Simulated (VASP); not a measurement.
Input of a VASP 6.6.1 run:

File INCAR:

```
PREC = Accurate
ENCUT = 520
EDIFF = 1E-7
ISMEAR = 0
SIGMA = 0.1
LREAL = F
LASPH = T
NELM = 100
ALGO = Normal
ISIF = 2
LWAVE = F
LCHARG = F
GGA = PE
NBANDS = 22
```

Contents of KPOINTS:

```
Automatic mesh
0
Gamma
  12 12 12
```

Contents of POSCAR:

```
Si3Bi
1.0
   -2.7650320427      2.7650320427      2.7650320427
    2.7650320427     -2.7650320427      2.7650320427
    2.7650320427      2.7650320427     -2.7650320427
Si Bi
3 1
Direct
    0.0000000000      0.5000000000      0.5000000000
    0.5000000000      0.0000000000      0.5000000000
    0.5000000000      0.5000000000      0.0000000000
    0.0000000000      0.0000000000      0.0000000000
```

Potentials or basis: VASP PAW PBE potentials, release 64 (Si, Bi_d).

The run is started by

```console
$ cat potpaw_PBE.64/Si/POTCAR potpaw_PBE.64/Bi_d/POTCAR > POTCAR
$ mpirun -np 1 vasp_std > vasp.out
```

Problem. Predict the pressure.

Solution. 0.0 GPa.

Problem. Estimate the band gap on the k mesh.

Solution. Zero (an odd number of electrons rules out a gap without spin polarisation).

Caveat: spin-orbit coupling is left out, which moves the levels of the heavy elements.
